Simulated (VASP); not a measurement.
Write the native input for VASP 6.6.1 that does the following.

* Task: single point
* Functional: LDA
* Potentials or basis: VASP PAW LDA potentials, release 64 (Rh_pv)
* Cutoff: 520 eV
* k mesh: 20 × 20 × 20
* Occupations: gaussian, width 0.15 eV
* Spin: no spin polarisation
* Dipole correction: no
* Further INCAR settings: ALGO = Fast; EDIFF = 1e-07; NBANDS = 14

The structure of Rh lies in POSCAR:

```
Rh
1.0
    0.0000000000      1.8269184202      1.8770352617
    1.8269184202      0.0000000000      1.8770352617
    1.8269184202      1.8269184202      0.0000000000
Rh
1
Direct
    0.0000000000      0.0000000000      0.0000000000
```

One way to write it, as run:

INCAR

```
ALGO = Fast
EDIFF = 1E-7
ENCUT = 520
GGA = CA
ISIF = 2
ISMEAR = 0
LASPH = T
LCHARG = F
LREAL = F
LWAVE = F
NBANDS = 14
NELM = 80
PREC = Accurate
SIGMA = 0.15
```

KPOINTS

```
k-points
0
Gamma
  20 20 20
```

Potentials or basis: VASP PAW LDA potentials, release 64 (Rh_pv).

Command:

```sh
$ cat potpaw_LDA.64/Rh_pv/POTCAR > POTCAR
$ mpirun -np 1 vasp_std > vasp.out
```

Results of the run:

```
Pressure               : 21.0 GPa
Band gap on the k mesh : zero (an odd number of electrons rules out a gap without spin polarisation)
```

Caveat: the cell stands under pressure.

Wall time 91 s on 1 thread of Intel(R) Xeon(R) Platinum 8259CL CPU @ 2.50GHz (Skylake/Cascade Lake), on a shared host, peak memory 0.2 GiB.
